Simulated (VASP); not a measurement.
**In2Bi: single point with LDA**

The system is In2Bi.

```xyz
6
Lattice="5.6096 0.0000 0.0000 -2.8048 4.8581 0.0000 0.0000 0.0000 6.6996" Properties=species:S:1:pos:R:3 pbc="T T T"
In    0.0000    0.0000    0.0000
In    0.0000    0.0000    3.3498
In    0.0000    3.2387    5.0247
In    2.8048    1.6194    1.6749
Bi    0.0000    3.2387    1.6749
Bi    2.8048    1.6194    5.0247
```

* Program: VASP 6.6.1
* Task: single point
* Functional: LDA
* Potentials or basis: VASP PAW LDA potentials, release 64 (In_d, Bi_d)
* Cutoff: 520 eV
* k mesh: 5 × 5 × 4
* Occupations: gaussian, width 0.05 eV
* Spin: no spin polarisation
* Dipole correction: no
* Further INCAR settings: ALGO = Normal; EDIFF = 1e-07; NBANDS = 50

| Quantity | Value |
| --- | --- |
| Pressure | -4.7 GPa |
| Band gap on the k mesh | zero (bands 41 and 42 overlap by 1.70 eV) |

Stress tensor (GPa, compression positive):
```
-6.04  0.00  0.00
 0.00 -6.04  0.00
 0.00  0.00 -2.11
```

Levels at points of the mesh, in eV from the Fermi level:
```
           k point  band 37  band 38  band 39  band 40  band 41  band 42  band 43  band 44  band 45  band 46
(0.00, 0.00, 0.00)    -2.24    -2.24    -1.64    -1.64    -0.57    -0.37    -0.09    -0.09     0.16     2.09
(0.00, 0.00, 0.50)    -1.68    -1.68    -1.68    -1.68    -0.69    -0.69    -0.17    -0.17    -0.17    -0.17
```

Run time: 2.9 min on 1 thread of Intel Xeon 8259CL, with other jobs on the host, peak memory 0.29 GiB.

Caveat: the cell stands under tension; spin-orbit coupling is left out, which moves the levels of the heavy elements.
